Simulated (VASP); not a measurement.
# C (R-3m) in VASP: single point with LDA

Aim: the single point of C with LDA.

Program: VASP 6.6.1. These are calculated values, not measurements. Logs are shortened: lines on timing, memory, paths and dates and some standing lists are left out, and cuts for length are marked.

## 1. The cell of the first run

It takes space group R-3m (No. 166, trigonal). The conventional cell has a = 2.460 Å, b = 2.460 Å, c = 6.172 Å, α = 90.00°, β = 90.00°, γ = 120.00°. C (site symmetry 3m) has 4 C at 1.51 to 1.54 Å within 2.0 Å.

## 2. Single point, LDA (strained cell)

The input, INCAR:

```
SYSTEM = C
ALGO = Normal ; EDIFF = 1E-6
ENCUT = 1300 ; GGA_COMPAT = .FALSE.
ISIF = 2 ; ISMEAR = 0
LASPH = .TRUE. ; LCHARG = .TRUE.
LELF = .TRUE. ; LREAL = .FALSE.
LVHAR = .TRUE. ; LWAVE = .FALSE.
NBANDS = 11 ; NELM = 120
PREC = Accurate ; SIGMA = 0.02
```

The input, KPOINTS:

```
k-points
0
G
  9 9 9
  0 0 0
```

The input, POSCAR:

```
C
1.0
    0.0282519591      1.7675131917      1.7675131917
    1.7675131917      0.0282519591      1.7675131917
    1.7675131917      1.7675131917      0.0282519591
C
2
Direct
    0.0002423061      0.0002423061      0.0002423061
    0.2497576939      0.2497576939      0.2497576939
```

Potentials or basis: VASP PAW LDA potentials, release 64 (C_h).

On the command line:

```bash
$ cat potpaw_LDA.64/C_h/POTCAR > POTCAR
$ mpirun -np 1 vasp_std > vasp.out
```

OUTCAR:

```text
SYSTEM = C
   EDIFF = 1E-6
   ENCUT = 1300
   ISIF = 2
   ISMEAR = 0
   LASPH = .TRUE.
   LREAL = .FALSE.
   NELM = 120
   PREC = Accurate

 ion  position               nearest neighbor table
   1  0.000  0.000  0.000-   2 1.51   2 1.51   2 1.51
   2  0.250  0.250  0.250-   1 1.51   1 1.51   1 1.51

  LATTYP: Found a trigonal (rhomboedric) cell.
 ALAT       =     2.4998007798
 COS(alpha) =     0.5159181103

  Lattice vectors:

 A1 = (   0.0282519591,   1.7675131917,   1.7675131917)
 A2 = (   1.7675131917,   0.0282519591,   1.7675131917)
 A3 = (   1.7675131917,   1.7675131917,   0.0282519591)

Analysis of symmetry for initial positions (statically):
=====================================================================
 Subroutine PRICEL returns:
 Original cell was already a primitive cell.

 Routine SETGRP: Setting up the symmetry group for a
 trigonal (rhombohedral) supercell.

 Subroutine GETGRP returns: Found 12 space group operations
 (whereof  6 operations were pure point group operations)
 out of a pool of 12 trial point group operations.

The static configuration has the point symmetry C_3v.
 The point group associated with its full space group is D_3d.

Analysis of symmetry for dynamics (positions and initial velocities):
=====================================================================
 Subroutine PRICEL returns:
 Original cell was already a primitive cell.

 Routine SETGRP: Setting up the symmetry group for a
 trigonal (rhombohedral) supercell.

 Subroutine GETGRP returns: Found 12 space group operations
 (whereof  6 operations were pure point group operations)
 out of a pool of 12 trial point group operations.

The dynamic configuration has the point symmetry C_3v.
 The point group associated with its full space group is D_3d.

 Subroutine INISYM returns: Found 12 space group operations
 (whereof  6 operations are pure point group operations),
 and found     1 'primitive' translations

----------------------------------------------------------------------------------------

                                     Primitive cell

  volume of cell :      10.7790

  direct lattice vectors                    reciprocal lattice vectors
     0.028251959  1.767513192  1.767513192    -0.289757692  0.285199066  0.285199066
     1.767513192  0.028251959  1.767513192     0.285199066 -0.289757692  0.285199066
     1.767513192  1.767513192  0.028251959     0.285199066  0.285199066 -0.289757692

  length of vectors
     2.499800780  2.499800780  2.499800780     0.496625145  0.496625145  0.496625145

  position of ions in fractional coordinates (direct lattice)
     0.000242306  0.000242306  0.000242306
     0.249757694  0.249757694  0.249757694

  ion indices of the primitive-cell ions
   primitive index   ion index
                 1           1
                 2           2

----------------------------------------------------------------------------------------

 KPOINTS: k-points

Automatic generation of k-mesh.
 Grid dimensions read from file:
 generate k-points for:    9    9    9

 Generating k-lattice:

  Cartesian coordinates                     Fractional coordinates (reciprocal lattice)
    -0.032195299  0.031688785  0.031688785     0.111111111 -0.000000000 -0.000000000
     0.031688785 -0.032195299  0.031688785    -0.000000000  0.111111111 -0.000000000
     0.031688785  0.031688785 -0.032195299    -0.000000000 -0.000000000  0.111111111

  Length of vectors
     0.055180572  0.055180572  0.055180572

  Shift w.r.t. Gamma in fractional coordinates (k-lattice)
     0.000000000  0.000000000  0.000000000

 Subroutine IBZKPT returns following result:
 ===========================================

 Found     85 irreducible k-points:

 Following reciprocal coordinates:
            Coordinates               Weight
  0.000000  0.000000  0.000000      1.000000
  0.111111  0.000000 -0.000000      6.000000
  0.222222  0.000000 -0.000000      6.000000
  0.333333  0.000000 -0.000000      6.000000
  0.444444  0.000000 -0.000000      6.000000
  0.111111  0.111111 -0.000000      6.000000
[... 16 lines left out ...]
 -0.333333  0.333333  0.000000      6.000000
  0.444444  0.444444  0.000000      6.000000
 [... further k-points ...]
   k-points           NKPTS =     85   k-points in BZ     NKDIM =     85   number of bands    NBANDS=     11
   number of dos      NEDOS =    301   number of ions     NIONS =      2
   total plane-waves  NPLWV =  27000
   dimension x,y,z NGX =    30 NGY =   30 NGZ =   30
   dimension x,y,z NGXF=    60 NGYF=   60 NGZF=   60
   ions per type =               2
   NGX,Y,Z   is equivalent  to a cutoff of  19.95, 19.95, 19.95 a.u.
   NGXF,Y,Z  is equivalent  to a cutoff of  39.90, 39.90, 39.90 a.u.
 SYSTEM =  C
   PREC   = accura    normal or accurate (medium, high low for compatibility)
   ISTART =      0    job   : 0-new  1-cont  2-samecut
   ICHARG =      2    charge: 1-file 2-atom 10-const
   ISPIN  =      1    spin polarized calculation?
   LNONCOLLINEAR =      F non collinear calculations
   LSORBIT =      F    spin-orbit coupling
   LASPH  =      T    aspherical Exc in radial PAW
   ENCUT  = 1300.0 eV  95.55 Ry    9.77 a.u.   7.35  7.35  7.35*2*pi/ulx,y,z
   NELM   =    120;   NELMIN=  2; NELMDL= -5     # of ELM steps
   EDIFF  = 0.1E-05   stopping-criterion for ELM
   LREAL  =      F    real-space projection
   EDIFFG = 0.1E-04   stopping-criterion for IOM
   NSW    =      0    number of steps for IOM
   IBRION =     -1    ionic relax: 0-MD 1-quasi-New 2-CG
   NFREE  =      0    steps in history (QN), initial steepest desc. (CG)
   ISIF   =      2    stress and relaxation
   ISYM   =      2    0-nonsym 1-usesym 2-fastsym
   POTIM  = 0.5000    time-step for ionic-motion
   TEBEG  =    0.0;   TEEND  =   0.0 temperature during run
   PSTRESS=    0.0 pullay stress
   NELECT =       8.0000    total number of electrons
   NUPDOWN=      -1.0000    fix difference up-down
   EMIN   =  10.00;   EMAX   =-10.00  energy-range for DOS
   EFERMI =   0.00;   METHOD = LEGACY
   ISMEAR =     0;   SIGMA  =   0.02  broadening in eV -4-tet -1-fermi 0-gaus
   EFERMI_NEDOS =   21; number of points for ismear=-14 and -15
   IALGO  =     38    algorithm
   IMIX   =      4    mixing-type and parameters
     AMIX     =   0.40;   BMIX     =  1.00
     AMIX_MAG =   1.60;   BMIX_MAG =  1.00
  volume/ion in A,a.u.               =       5.39        36.37
  Fermi-wavevector in a.u.,A,eV,Ry     =   1.482217  2.800983 29.891541  2.196966
  Thomas-Fermi vector in A             =   2.596030
   LORBIT       =      0    0 simple, 1 ext, 2 COOP (PROOUT), +10 PAW based schemes
   GGA     = CA    functional components
   LHFCALC =     F    Hartree Fock is set to
   AEXX    =    0.0000 exact exchange contribution
   IVDW    =     0    specifies the selected vdW correction
   LEPSILON=     F    determine dielectric tensor
   LRPA    =     F    only Hartree local field effects (RPA)
 non-spin polarized calculation
 Gauss-broadening in eV      SIGMA  =   0.02
  energy-cutoff  :     1300.00
  volume of cell :       10.78
 maximum number of plane-waves:      1171
 NGX is ok and might be reduce to    30
   NGX = 15   NGY = 15   NGZ = 15

 number of electron       8.0000000 magnetization

 Free energy of the ion-electron system (eV)
  ---------------------------------------------------
  ext. energy  EPLUGINS =         0.00000000
  ---------------------------------------------------
  free energy    TOTEN  =       -20.24187789 eV

  energy without entropy =      -20.24187789  energy(sigma->0) =      -20.24187789

 E-fermi :  11.9130     XC(G=0): -13.9048

 val. band max:       11.7265837441   @ k =   0.0000   0.0000   0.0000
 cond. band min:      15.9219666932   @ k =   0.3333   0.3333   0.0000
 fundamental gap:      4.1953829491
 Fermi energy:        11.9130168737

 k-point     1 :       0.0000    0.0000    0.0000
  band No.  band energies     occupation
      1     -10.3271      2.00000
      2      11.6018      2.00000
      3      11.7266      2.00000
      4      11.7266      2.00000
      5      16.8814      0.00000
      6      17.6075      0.00000
      7      17.6075      0.00000
      8      26.4657      0.00000
      9      31.3929      0.00000
     10      38.8957      0.00000
     11      38.8957      0.00000

 k-point     2 :       0.1111    0.0000   -0.0000
  band No.  band energies     occupation
      1      -9.9701      2.00000
      2       9.7091      2.00000
      3      11.0313      2.00000
      4      11.1431      2.00000
      5      17.6952      0.00000
      6      18.3538      0.00000
      7      18.6732      0.00000
      8      26.6279      0.00000
      9      31.9154      0.00000
     10      35.6196      0.00000
     11      35.9726      0.00000

 k-point     3 :       0.2222    0.0000   -0.0000
  band No.  band energies     occupation
      1      -8.9058      2.00000
      2       5.9825      2.00000
      3      10.0003      2.00000
      4      10.0787      2.00000
      5      19.0352      0.00000
      6      19.6332      0.00000
      7      20.0497      0.00000
      8      27.0275      0.00000
      9      32.6133      0.00000
     10      34.1266      0.00000
     11      34.6545      0.00000
[... 267 lines left out ...]
 k-point    23 :      -0.3333    0.3333    0.0000
  band No.  band energies     occupation
      1      -2.3944      2.00000
      2       0.5067      2.00000
      3       1.8371      2.00000
      4       6.6509      2.00000
      5      17.8689      0.00000
      6      24.8420      0.00000
      7      26.1836      0.00000
      8      27.3782      0.00000
      9      28.8108      0.00000
     10      35.5950      0.00000
     11      37.1548      0.00000

 k-point    24 :       0.4444    0.4444    0.0000
  band No.  band energies     occupation
      1      -3.0804      2.00000
      2       0.6048      2.00000
      3       5.0273      2.00000
      4       5.3772      2.00000
      5      16.0127      0.00000
      6      17.2890      0.00000
      7      28.6726      0.00000
      8      28.6742      0.00000
      9      35.2010      0.00000
     10      35.7953      0.00000
     11      45.1187      0.00000

 [... further k-points ...]

------------------------ aborting loop because EDIFF is reached ----------------------------------------

  FORCE on cell =-STRESS in cart. coord.  units (eV):
  Direction    XX          YY          ZZ          XY          YZ          ZX
  --------------------------------------------------------------------------------------
  -------------------------------------------------------------------------------------
  Total        0.7872563      0.7872563      0.7872563     -0.6680908     -0.6680908     -0.6680908
  in kB      117.0165596    117.0165596    117.0165596    -99.3039931    -99.3039931    -99.3039931
  external PRESSURE =     117.0165596 kB  Pullay stress =       0.0000000 kB

 VOLUME and BASIS-vectors are now :
 -----------------------------------------------------------------------------
  energy-cutoff  :     1300.00
  volume of cell :       10.78
      direct lattice vectors                 reciprocal lattice vectors
     0.028251959  1.767513192  1.767513192    -0.289757692  0.285199066  0.285199066
     1.767513192  0.028251959  1.767513192     0.285199066 -0.289757692  0.285199066
     1.767513192  1.767513192  0.028251959     0.285199066  0.285199066 -0.289757692

 POSITION                                       TOTAL-FORCE (eV/Angst)
 -----------------------------------------------------------------------------------
      0.00086      0.00086      0.00086         0.002014      0.002014      0.002014
      0.88996      0.88996      0.88996        -0.002014     -0.002014     -0.002014
 -----------------------------------------------------------------------------------
    total drift:                               -0.000000     -0.000000     -0.000000

  FREE ENERGIE OF THE ION-ELECTRON SYSTEM (eV)
  ---------------------------------------------------
  free  energy   TOTEN  =       -20.2418778933 eV

  energy  without entropy=      -20.2418778933  energy(sigma->0) =      -20.24187789
```

It took 34 s on 1 thread of Intel Xeon Platinum 8259CL at 2.50GHz (Skylake/Cascade Lake), shared host; peak memory 0.15 GiB.

Results:

| Item | Value |
| --- | --- |
| Free energy | -20.2419 eV |
| Pressure | 11.7 GPa |
| Largest force | 0.003 eV/Å |
| Band gap on the k mesh | 4.20 eV (least direct gap 5.15 eV) |

Forces on the atoms (eV/Å):
```
C    0.002  0.002  0.002
C   -0.002 -0.002 -0.002
```

Caveat: the cell differs from its parent crystal (strained cell); the cell stands under pressure. A k mesh can miss the band edges.
